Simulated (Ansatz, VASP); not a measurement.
One calculation of AlGa2N3, two programs

```
Al Ga N
1.0
     3.15042    0.00000    0.00000
    -1.57521    2.72835    0.00000
     0.00000    0.00000    7.71842
Al Ga N
1 2 3
Direct
  0.00000 0.00000 0.99974
  0.66667 0.33333 0.66918
  0.33333 0.66667 0.33104
  0.66667 0.33333 0.92310
  0.33333 0.66667 0.58301
  0.00000 0.00000 0.24392
```

Alike in both runs: task single point; functional PBE; k mesh 12 × 12 × 4; occupations fermi-dirac, width 0.02 eV; no spin polarisation.

|  | VASP | Ansatz |
| --- | --- | --- |
| version | VASP 6.6.1 | Ansatz 0.2.0 |
| potentials or method | VASP PAW PBE potentials, release 64 (Al, Ga_d, N) | plane waves, PAW |
| plane-wave cutoff (eV) | 520 | 420 |
| valence electrons in the cell | 44 | 44 |

|  | VASP | Ansatz | Ansatz less VASP |
| --- | --- | --- | --- |
| gap on the k mesh at the Fermi level (eV) | 2.35 | 2.34 | -0.009 |
| pressure (GPa) | 5.7 | 5.7 | +0.05 |
| rms of the force components (eV/Å) | 0.032 | 0.027 | -0.0044 |

Atom by atom the forces differ by 0.005 eV/Å (rms over components).
